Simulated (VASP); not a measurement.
# TiAl (I4/mmm) in VASP: single point with PBE

Aim: the single point of TiAl with PBE.

Program: VASP 6.6.1. These are calculated values, not measurements. Logs are shortened: lines on timing, memory, paths and dates and some standing lists are left out, and cuts for length are marked.

**1. The cell of the first run**

Symmetry: I4/mmm, No. 139, tetragonal system. Conventional cell: a = 4.039 Å, b = 4.039 Å, c = 7.440 Å, α = 90.00°, β = 90.00°, γ = 90.00°. Within 2.7 Å of Ti (site symmetry 4mm) lie 4 Al at 2.06 Å. Within 2.7 Å of Al (site symmetry -4m2) lie 4 Ti at 2.06 Å.

The cell was built from a structure type or drawn by symmetry, and may not be a known phase.

**2. Single point, PBE**

Input file INCAR:

```
  ALGO = Fast
  EDIFF = 1E-7
  ENCUT = 520
  GGA = PE
  ISIF = 2
  ISMEAR = 0
  LASPH = T
  LCHARG = F
  LREAL = F
  LWAVE = F
  NBANDS = 23
  NELM = 60
  PREC = Accurate
  SIGMA = 0.1
```

Input file KPOINTS:

```
k-points
0
Gamma
  6 6 6
```

Input file POSCAR:

```
TiAl
1.0
   -2.0194139000      2.0194139000      3.7200396700
    2.0194139000     -2.0194139000      3.7200396700
    2.0194139000      2.0194139000     -3.7200396700
Ti Al
2 2
Direct
    0.6939837900      0.6939837900      0.0000000000
    0.3060162100      0.3060162100      0.0000000000
    0.7500000000      0.2500000000      0.5000000000
    0.2500000000      0.7500000000      0.5000000000
```

Potentials or basis: VASP PAW PBE potentials, release 64 (Ti_sv, Al).

Started as:

```
$ cat potpaw_PBE.64/Ti_sv/POTCAR potpaw_PBE.64/Al/POTCAR > POTCAR
$ mpirun -np 1 vasp_std > vasp.out
```

OUTCAR:

```text
EDIFF = 1E-7
   ENCUT = 520
   GGA = PE
   ISIF = 2
   ISMEAR = 0
   LASPH = T
   LREAL = F
   NELM = 60
   PREC = Accurate

 ion  position               nearest neighbor table
   1  0.694  0.694  0.000-   4 2.06   3 2.06   3 2.06   4 2.06   2 2.89
   2  0.306  0.306  0.000-   3 2.06   4 2.06   4 2.06   3 2.06   1 2.89
   3  0.750  0.250  0.500-   2 2.06   1 2.06   2 2.06   1 2.06   4 2.86   4 2.86   4 2.86   4 2.86

   4  0.250  0.750  0.500-   2 2.06   1 2.06   2 2.06   1 2.06   3 2.86   3 2.86   3 2.86   3 2.86

  LATTYP: Found a body centered tetragonal cell.
 ALAT       =     4.0388278000
 C/A-ratio  =     1.8421382907

  Lattice vectors:

 A1 = (  -2.0194139000,   2.0194139000,   3.7200396700)
 A2 = (   2.0194139000,  -2.0194139000,   3.7200396700)
 A3 = (   2.0194139000,   2.0194139000,  -3.7200396700)

Analysis of symmetry for initial positions (statically):
=====================================================================
 Subroutine PRICEL returns:
 Original cell was already a primitive cell.

 Routine SETGRP: Setting up the symmetry group for a
 body centered tetragonal supercell.

 Subroutine GETGRP returns: Found 16 space group operations
 (whereof 16 operations were pure point group operations)
 out of a pool of 16 trial point group operations.

The static configuration has the point symmetry D_4h.

Analysis of symmetry for dynamics (positions and initial velocities):
=====================================================================
 Subroutine PRICEL returns:
 Original cell was already a primitive cell.

 Routine SETGRP: Setting up the symmetry group for a
 body centered tetragonal supercell.

 Subroutine GETGRP returns: Found 16 space group operations
 (whereof 16 operations were pure point group operations)
 out of a pool of 16 trial point group operations.

The dynamic configuration has the point symmetry D_4h.

 Subroutine INISYM returns: Found 16 space group operations
 (whereof 16 operations are pure point group operations),
 and found     1 'primitive' translations

----------------------------------------------------------------------------------------

                                     Primitive cell

  volume of cell :      60.6818

[... 88 lines left out ...]
   LSORBIT =      F    spin-orbit coupling
   LASPH  =      T    aspherical Exc in radial PAW
   ENCUT  =  520.0 eV  38.22 Ry    6.18 a.u.   8.72  8.72  8.72*2*pi/ulx,y,z
   NELM   =     60;   NELMIN=  2; NELMDL= -5     # of ELM steps
   EDIFF  = 0.1E-06   stopping-criterion for ELM
   LREAL  =      F    real-space projection
   EDIFFG = 0.1E-05   stopping-criterion for IOM
   NSW    =      0    number of steps for IOM
   IBRION =     -1    ionic relax: 0-MD 1-quasi-New 2-CG
   NFREE  =      0    steps in history (QN), initial steepest desc. (CG)
   ISIF   =      2    stress and relaxation
   ISYM   =      2    0-nonsym 1-usesym 2-fastsym
   POTIM  = 0.5000    time-step for ionic-motion
   TEBEG  =    0.0;   TEEND  =   0.0 temperature during run
   PSTRESS=    0.0 pullay stress
   NELECT =      30.0000    total number of electrons
   NUPDOWN=      -1.0000    fix difference up-down
   EMIN   =  10.00;   EMAX   =-10.00  energy-range for DOS
   EFERMI =   0.00;   METHOD = LEGACY
   ISMEAR =     0;   SIGMA  =   0.10  broadening in eV -4-tet -1-fermi 0-gaus
   EFERMI_NEDOS =   21; number of points for ismear=-14 and -15
   IALGO  =     68    algorithm
   IMIX   =      4    mixing-type and parameters
     AMIX     =   0.40;   BMIX     =  1.00
     AMIX_MAG =   1.60;   BMIX_MAG =  1.00
  volume/ion in A,a.u.               =      15.17       102.38
  Fermi-wavevector in a.u.,A,eV,Ry     =   1.294481  2.446215 22.799041  1.675682
  Thomas-Fermi vector in A             =   2.426062
   LORBIT       =      0    0 simple, 1 ext, 2 COOP (PROOUT), +10 PAW based schemes
   GGA     = PE    functional components
   LHFCALC =     F    Hartree Fock is set to
   AEXX    =    0.0000 exact exchange contribution
   IVDW    =     0    specifies the selected vdW correction
   LEPSILON=     F    determine dielectric tensor
   LRPA    =     F    only Hartree local field effects (RPA)
 non-spin polarized calculation
 RMM-DIIS sequential band-by-band and
 Gauss-broadening in eV      SIGMA  =   0.10
  energy-cutoff  :      520.00
  volume of cell :       60.68
 maximum number of plane-waves:      1661
   NGX = 17   NGY = 17   NGZ = 17

 number of electron      30.0000006 magnetization

 Free energy of the ion-electron system (eV)
  ---------------------------------------------------
  ext. energy  EPLUGINS =         0.00000000
  ---------------------------------------------------
  free energy    TOTEN  =        -8.12695436 eV

  energy without entropy =       -8.08256092  energy(sigma->0) =       -8.10475764

 E-fermi :   8.2055     XC(G=0): -10.8202

 val. band max:        8.2025861660   @ k =  -0.1667  -0.1667   0.1667
 cond. band min:       8.2101550075   @ k =   0.5000   0.5000   0.0000
 fundamental gap:      0.0075688415
 Fermi energy:         8.2055279080

 k-point     1 :       0.0000    0.0000    0.0000
  band No.  band energies     occupation
      1     -47.5444      2.00000
      2     -47.4423      2.00000
      3     -24.1514      2.00000
      4     -24.1514      2.00000
      5     -24.0884      2.00000
      6     -23.8981      2.00000
[... 613 lines left out ...]
     22      12.5835      0.00000
     23      13.8122      0.00000

 [... further k-points ...]

------------------------ aborting loop because EDIFF is reached ----------------------------------------

  FORCE on cell =-STRESS in cart. coord.  units (eV):
  Direction    XX          YY          ZZ          XY          YZ          ZX
  --------------------------------------------------------------------------------------
  -------------------------------------------------------------------------------------
  Total       49.5555821     49.5555821      3.5033883      0.0000000     -0.0000000      0.0000000
  in kB     1308.4132068   1308.4132068     92.4997624      0.0000000     -0.0000000      0.0000000
  external PRESSURE =     903.1087253 kB  Pullay stress =       0.0000000 kB

 VOLUME and BASIS-vectors are now :
 -----------------------------------------------------------------------------
  energy-cutoff  :      520.00
  volume of cell :       60.68
      direct lattice vectors                 reciprocal lattice vectors
    -2.019413900  2.019413900  3.720039670     0.000000000  0.247596592  0.134407169
     2.019413900 -2.019413900  3.720039670     0.247596592  0.000000000  0.134407169
     2.019413900  2.019413900 -3.720039670     0.247596592  0.247596592  0.000000000

 POSITION                                       TOTAL-FORCE (eV/Angst)
 -----------------------------------------------------------------------------------
      0.00000      0.00000      5.16329         0.000000      0.000000     -5.199144
      0.00000      0.00000      2.27678        -0.000000     -0.000000      5.199144
      0.00000      2.01941      1.86002         0.000000      0.000000      0.000000
      2.01941      0.00000      1.86002         0.000000      0.000000     -0.000000
 -----------------------------------------------------------------------------------
    total drift:                               -0.000000      0.000000     -0.000000

  FREE ENERGIE OF THE ION-ELECTRON SYSTEM (eV)
  ---------------------------------------------------
  free  energy   TOTEN  =        -8.1269543640 eV

  energy  without entropy=       -8.0825609210  energy(sigma->0) =       -8.10475764
```

It took 4.6 min on 1 thread of Intel Xeon Platinum 8488C (Sapphire Rapids), shared host; peak memory 0.21 GiB.

Results:

| Property | Result |
| --- | --- |
| Free energy | -8.1270 eV |
| Pressure | 90.3 GPa |
| Largest force | 5.199 eV/Å |
| Band gap on the k mesh | zero (bands 15 and 16 overlap by 0.60 eV) |

Forces in eV/Å, atoms in the order of the input:
```
Ti   0.000  0.000 -5.199
Ti   0.000  0.000  5.199
Al   0.000  0.000  0.000
Al   0.000  0.000  0.000
```

Caveat: the cell stands under pressure; forces of over 1 eV/Å act on the atoms, so gaps and moduli don't describe the material at rest.
